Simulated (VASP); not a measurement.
# Al5Cu (P4/mmm) in VASP: notebook, part 2 of 2

VASP 6.6.1.

## Step 3: Single point, PBE

This run uses another cell than the first one, of 15.50 Å³/atom.

Input file INCAR:

```
  PREC = Accurate
  ENCUT = 520
  EDIFF = 1E-6
  ISMEAR = 0
  SIGMA = 0.1
  LREAL = False
  LASPH = True
  NELM = 60
  ALGO = Normal
  ISIF = 2
  LWAVE = False
  LCHARG = False
  GGA = PE
  NBANDS = 22
```

Input file KPOINTS:

```
regular mesh
0
Gamma
  6 6 2
```

Input file POSCAR:

```
Al5Cu
1.0
    2.8579583366      0.0000000000      0.0000000000
    0.0000000000      2.8579583366      0.0000000000
    0.0000000000      0.0000000000     11.3895085251
Al Cu
5 1
Direct
    0.0000000000      0.0000000000      0.8225294255
    0.5000000000      0.5000000000      0.0000000000
    0.0000000000      0.0000000000      0.1774705745
    0.5000000000      0.5000000000      0.3543596042
    0.5000000000      0.5000000000      0.6456403958
    0.0000000000      0.0000000000      0.5000000000
```

Potentials or basis: VASP PAW PBE potentials, release 64 (Al, Cu).

Started as:

```bash
> cat potpaw_PBE.64/Al/POTCAR potpaw_PBE.64/Cu/POTCAR > POTCAR
> mpirun -np 1 vasp_std > vasp.out
```

OUTCAR:

```text
PREC = Accurate
   ENCUT = 520
   EDIFF = 1E-6
   ISMEAR = 0
   LREAL = False
   LASPH = True
   NELM = 60
   ISIF = 2
   GGA = PE

 ion  position               nearest neighbor table
   1  0.000  0.000  0.823-   5 2.85   5 2.85   5 2.85   5 2.85   2 2.86   2 2.86   2 2.86   2 2.86

   2  0.500  0.500  0.000-   1 2.86   3 2.86   1 2.86   3 2.86   1 2.86   3 2.86   1 2.86   3 2.86

   3  0.000  0.000  0.177-   4 2.85   4 2.85   4 2.85   4 2.85   2 2.86   2 2.86   2 2.86   2 2.86

   4  0.500  0.500  0.354-   6 2.61   6 2.61   6 2.61   6 2.61   3 2.85   3 2.85   3 2.85   3 2.85
                             5 3.32
   5  0.500  0.500  0.646-   6 2.61   6 2.61   6 2.61   6 2.61   1 2.85   1 2.85   1 2.85   1 2.85
                             4 3.32
   6  0.000  0.000  0.500-   4 2.61   5 2.61   4 2.61   5 2.61   4 2.61   5 2.61   4 2.61   5 2.61

  LATTYP: Found a simple tetragonal cell.
 ALAT       =     2.8579583366
 C/A-ratio  =     3.9851905394

  Lattice vectors:

 A1 = (   2.8579583366,   0.0000000000,   0.0000000000)
 A2 = (   0.0000000000,   2.8579583366,   0.0000000000)
 A3 = (   0.0000000000,   0.0000000000,  11.3895085251)

Analysis of symmetry for initial positions (statically):
=====================================================================
 Subroutine PRICEL returns:
 Original cell was already a primitive cell.

 Routine SETGRP: Setting up the symmetry group for a
 simple tetragonal supercell.

 Subroutine GETGRP returns: Found 16 space group operations
 (whereof 16 operations were pure point group operations)
 out of a pool of 16 trial point group operations.

The static configuration has the point symmetry D_4h.

Analysis of symmetry for dynamics (positions and initial velocities):
=====================================================================
 Subroutine PRICEL returns:
 Original cell was already a primitive cell.

[... 131 lines left out ...]
  volume/ion in A,a.u.               =      15.50       104.63
  Fermi-wavevector in a.u.,A,eV,Ry     =   1.070353  2.022674 15.587589  1.145656
  Thomas-Fermi vector in A             =   2.206060
   LORBIT       =      0    0 simple, 1 ext, 2 COOP (PROOUT), +10 PAW based schemes
   GGA     = PE    functional components
   LHFCALC =     F    Hartree Fock is set to
   AEXX    =    0.0000 exact exchange contribution
   IVDW    =     0    specifies the selected vdW correction
   LEPSILON=     F    determine dielectric tensor
   LRPA    =     F    only Hartree local field effects (RPA)
 non-spin polarized calculation
 Gauss-broadening in eV      SIGMA  =   0.10
  energy-cutoff  :      520.00
  volume of cell :       93.03
 maximum number of plane-waves:      2528
 NGX is ok and might be reduce to    24
   NGX = 11   NGY = 11   NGZ = 43

 number of electron      25.9999982 magnetization

 Free energy of the ion-electron system (eV)
  ---------------------------------------------------
  ext. energy  EPLUGINS =         0.00000000
  ---------------------------------------------------
  free energy    TOTEN  =       -22.89524099 eV

  energy without entropy =      -22.88513414  energy(sigma->0) =      -22.89018756

 E-fermi :   8.1981     XC(G=0): -10.5686

 val. band max:        8.1839467374   @ k =   0.3333   0.1667   0.5000
 cond. band min:       8.3108917364   @ k =   0.5000   0.3333   0.0000
 fundamental gap:      0.1269449991
 Fermi energy:         8.1981465950

 k-point     1 :       0.0000    0.0000    0.0000
  band No.  band energies     occupation
      1      -2.9325      2.00000
      2      -1.8774      2.00000
      3      -1.6886      2.00000
      4       1.5079      2.00000
      5       1.5479      2.00000
      6       3.8204      2.00000
[... 489 lines left out ...]
     21      10.4420      0.00000
     22      12.1551      0.00000

------------------------ aborting loop because EDIFF is reached ----------------------------------------

  FORCE on cell =-STRESS in cart. coord.  units (eV):
  Direction    XX          YY          ZZ          XY          YZ          ZX
  --------------------------------------------------------------------------------------
  -------------------------------------------------------------------------------------
  Total        0.0468119      0.0468119     -0.0225312      0.0000000      0.0000000     -0.0000000
  in kB        0.8062132      0.8062132     -0.3880415      0.0000000      0.0000000     -0.0000000
  external PRESSURE =       0.4081283 kB  Pullay stress =       0.0000000 kB

 VOLUME and BASIS-vectors are now :
 -----------------------------------------------------------------------------
  energy-cutoff  :      520.00
  volume of cell :       93.03
      direct lattice vectors                 reciprocal lattice vectors
     2.857958337  0.000000000  0.000000000     0.349900132  0.000000000  0.000000000
     0.000000000  2.857958337  0.000000000     0.000000000  0.349900132  0.000000000
     0.000000000  0.000000000 11.389508525     0.000000000  0.000000000  0.087800101

 POSITION                                       TOTAL-FORCE (eV/Angst)
 -----------------------------------------------------------------------------------
      0.00000      0.00000      9.36821         0.000000      0.000000      0.012020
      1.42898      1.42898      0.00000         0.000000     -0.000000      0.000000
      0.00000      0.00000      2.02130        -0.000000      0.000000     -0.012020
      1.42898      1.42898      4.03598         0.000000      0.000000     -0.009707
      1.42898      1.42898      7.35353         0.000000     -0.000000      0.009707
      0.00000      0.00000      5.69475         0.000000     -0.000000      0.000000
 -----------------------------------------------------------------------------------
    total drift:                                0.000000      0.000000      0.000000

  FREE ENERGIE OF THE ION-ELECTRON SYSTEM (eV)
  ---------------------------------------------------
  free  energy   TOTEN  =       -22.8952409886 eV

  energy  without entropy=      -22.8851341413  energy(sigma->0) =      -22.89018756
```

stdout:

```text
POSCAR found type information on POSCAR AlCu
 POSCAR found :  2 types and       6 ions
 scaLAPACK will be used
 LDA part: xc-table for (Slater+PW92), standard interpolation
 POSCAR, INCAR and KPOINTS ok, starting setup
 FFT: planning ... GRIDC
 FFT: planning ... GRID_SOFT
 FFT: planning ... GRID
 WAVECAR not read
 entering main loop
```

Run time: 40 s. Hardware: 1 thread of Intel Xeon Platinum 8259CL at 2.50GHz (Skylake/Cascade Lake), shared host; peak memory 0.22 GiB.

What came out:

| Property | Result |
| --- | --- |
| Free energy | -22.8952 eV |
| Pressure | 0.0 GPa |
| Largest force | 0.012 eV/Å |
| Band gap on the k mesh | zero (bands 13 and 14 overlap by 6.77 eV) |

Forces on the atoms (eV/Å):
```
Al   0.000  0.000  0.012
Al   0.000  0.000  0.000
Al   0.000  0.000 -0.012
Al   0.000  0.000 -0.010
Al   0.000  0.000  0.010
Cu   0.000  0.000  0.000
```

Stress tensor (GPa, compression positive):
```
 0.08  0.00  0.00
 0.00  0.08  0.00
 0.00  0.00 -0.04
```

Caveat: the k points lie up to 0.37 Å⁻¹ apart, too coarse for converged energies and pressures of a metal.

## Step 4: Relaxation of cell and atoms, PBE

Input file INCAR:

```
PREC = Accurate
ENCUT = 600
EDIFF = 1E-6
ISMEAR = 0
SIGMA = 0.1
LREAL = F
LASPH = T
NELM = 100
ALGO = Normal
ISIF = 3
LWAVE = F
LCHARG = F
GGA = PE
IBRION = 2
NSW = 90
EDIFFG = -0.04
```

KPOINTS is that of step 3.

Input file POSCAR:

```
Al5Cu
1.0
    2.7772001600      0.0000000000      0.0000000000
    0.0000000000      2.7772001600      0.0000000000
    0.0000000000      0.0000000000     11.7826624100
Al Cu
5 1
Direct
    0.0000000000      0.0000000000      0.8333333300
    0.5000000000      0.5000000000      0.0000000000
    0.0000000000      0.0000000000      0.1666666700
    0.5000000000      0.5000000000      0.3333333300
    0.5000000000      0.5000000000      0.6666666700
    0.0000000000      0.0000000000      0.5000000000
```

Started as:

```bash
> cat potpaw_PBE.64/Al/POTCAR potpaw_PBE.64/Cu/POTCAR > POTCAR
> mpirun -np 1 vasp_std > vasp.out
```

Run time: 3.8 min. Hardware: 1 thread of Intel Xeon Platinum 8259CL at 2.50GHz (Skylake/Cascade Lake), shared host; peak memory 0.25 GiB.

It converged, with:

```
Free energy                           : -22.8955 eV
Relaxed volume                        : 15.53 Å³/atom
Relaxed cell                          : a = 2.861 Å, b = 2.861 Å, c = 11.391 Å, α = 90.00°, β = 90.00°, γ = 90.00°
Space group after relaxing (to 0.1 Å) : P4/mmm (No. 123)
Energy gained by relaxing             : 47.7 meV/atom
Ionic steps                           : 12
Pressure after relaxing               : -0.1 GPa
Largest force after relaxing          : 0.022 eV/Å
```

Forces on the atoms (eV/Å):
```
Al   0.000  0.000 -0.022
Al   0.000  0.000  0.000
Al   0.000  0.000  0.022
Al   0.000  0.000  0.011
Al   0.000  0.000 -0.011
Cu   0.000  0.000  0.000
```

Stress tensor (GPa, compression positive):
```
-0.17  0.00  0.00
 0.00 -0.17  0.00
 0.00  0.00 -0.06
```

The path:
```tsv
step	energy change (eV)	largest force (eV/Å)	pressure (GPa)	volume (Å³)
1	0.0000	0.7548	2.72	90.88
2	-0.0798	0.5537	-0.84	94.30
3	-0.0879	0.4785	-2.29	95.88
4	-0.1640	0.4127	-2.01	95.22
5	-0.2262	0.3372	0.17	93.12
6	-0.2436	0.3068	-0.87	93.96
7	-0.2453	0.3099	-0.67	93.77
8	-0.2783	0.1965	0.85	92.24
9	-0.2785	0.1884	0.94	92.12
10	-0.2848	0.0710	-0.33	93.41
11	-0.2849	0.0820	-0.20	93.28
12	-0.2865	0.0223	-0.13	93.21
```

Final structure:
```xyz
6
Lattice="2.8605 0.0000 0.0000 0.0000 2.8605 0.0000 0.0000 0.0000 11.3912" Properties=species:S:1:pos:R:3 pbc="T T T"
Al    0.0000    0.0000    9.3769
Al    1.4303    1.4303    0.0000
Al    2.8605    0.0000    2.0143
Al    1.4303    1.4303    4.0310
Al    1.4303    1.4303    7.3602
Cu    0.0000    0.0000    5.6956
```

Levels at points of the mesh, in eV from the Fermi level:
| k point | band 9 | band 10 | band 11 | band 12 | band 13 | band 14 | band 15 | band 16 | band 17 |
| --- | --- | --- | --- | --- | --- | --- | --- | --- | --- |
| (0.00, 0.00, 0.00) | -3.58 | -3.24 | -1.73 | 0.19 | 5.47 | 5.62 | 5.62 | 6.24 | 6.60 |
| (0.50, 0.00, 0.00) | -3.66 | -3.49 | -2.87 | -2.35 | -2.26 | -1.27 | -1.24 | 2.49 | 3.30 |
| (0.50, 0.50, 0.00) | -1.66 | -1.59 | -1.59 | -1.35 | -1.31 | -0.62 | -0.55 | 0.27 | 1.10 |
| (0.00, 0.00, 0.50) | -3.58 | -3.24 | -3.18 | 2.29 | 3.39 | 5.47 | 5.80 | 5.80 | 5.99 |
| (0.50, 0.00, 0.50) | -3.72 | -3.66 | -3.49 | -3.00 | -2.31 | -0.07 | 0.33 | 0.56 | 1.43 |
| (0.50, 0.50, 0.50) | -2.52 | -1.38 | -1.37 | -0.58 | -0.47 | -0.29 | -0.29 | -0.09 | -0.09 |

Caveat: the k points lie up to 0.37 Å⁻¹ apart in the final cell; the highest band is partly filled, so the run has too few bands.

## Step 5: Summary

```tsv
task	cell	cutoff (eV)	gap on the mesh (eV)	pressure (GPa)	largest force (eV/Å)
single point	a = 2.777, b = 2.777, c = 11.783 Å, 6 atoms, atomic positions A	520	none	2.8	0.75
single point	a = 2.858, b = 2.858, c = 11.390 Å, 6 atoms, atomic positions B	520	none	0.0	0.01
relaxation of cell and atoms	relaxed from a = 2.777, b = 2.777, c = 11.783 Å, 6 atoms, atomic positions A	600	-	-0.1	0.02
```

Alike in all rows: level PBE; potentials or basis VASP PAW PBE potentials, release 64 (Al, Cu); no spin polarisation; k mesh 6 × 6 × 2; smearing gaussian 0.1 eV.

Caveats: all runs use coarse meshes; the highest band is partly filled, so the run has too few bands (at least some runs).

Absolute energies hang on the potentials; compare differences alone.

The gap in the log of VASP goes by the Fermi energy; the results here count the filled bands.